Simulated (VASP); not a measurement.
Set up this calculation in VASP 6.6.1, as the native input.

```
Task                   : relaxation of cell and atoms
Functional             : PBEsol
Potentials or basis    : VASP PAW PBE potentials, release 64 (W_sv, S)
Cutoff                 : 600 eV
k mesh                 : 4 × 4 × 6
Occupations            : fermi-dirac, width 0.03 eV
Spin                   : no spin polarisation
Dipole correction      : no
Further INCAR settings : ALGO = Normal; EDIFF = 1e-06; IBRION = 2; EDIFFG = -0.01; NSW = 100; ISIF = 3
```

The structure of WS2 lies in POSCAR:

```
WS2
1.0
    5.5448638100      0.0000000000      0.0000000000
    0.0000000000      5.5448638100      0.0000000000
    0.0000000000      0.0000000000      3.7065768000
W S
2 4
Direct
    0.5000000000      0.5000000000      0.5000000000
    0.0000000000      0.0000000000      0.0000000000
    0.6955720000      0.6955720000      0.0000000000
    0.8044280000      0.1955720000      0.5000000000
    0.3044280000      0.3044280000      0.0000000000
    0.1955720000      0.8044280000      0.5000000000
```

The input as run:

INCAR

```
SYSTEM = WS2
PREC = Accurate
ENCUT = 600
EDIFF = 1E-6
ISMEAR = -1
SIGMA = 0.03
LREAL = .FALSE.
LASPH = .TRUE.
NELM = 60
ALGO = Normal
ISIF = 3
LWAVE = .FALSE.
LCHARG = .FALSE.
GGA = PS
IBRION = 2
NSW = 100
EDIFFG = -0.01
```

KPOINTS

```
Automatic mesh
0
G
  4 4 6
  0 0 0
```

Potentials or basis: VASP PAW PBE potentials, release 64 (W_sv, S).

Run with:

```sh
$ cat potpaw_PBE.64/W_sv/POTCAR potpaw_PBE.64/S/POTCAR > POTCAR
$ mpirun -np 1 vasp_std > vasp.out
```

Results of the run:

| Item | Value |
| --- | --- |
| Relaxed volume | 17.99 Å³/atom |
| Relaxed cell | a = 5.827 Å, b = 5.827 Å, c = 3.179 Å, α = 90.00°, β = 90.00°, γ = 90.00° |
| Space group after relaxing (to 0.1 Å) | P4_2/mnm (No. 136) |
| Energy gained by relaxing | 170.6 meV/atom |
| Ionic steps | 17 |
| Pressure after relaxing | 0.0 GPa |
| Band gap on the k mesh | zero (bands 26 and 27 overlap by 0.99 eV) |

Caveat: the PAW data sets were made with another functional, which shifts forces and pressure a little; spin-orbit coupling is left out, which moves the levels of the heavy elements.

Run time: 18 min on 1 thread of Intel Xeon 8259CL (shared host), peak memory 0.32 GiB.
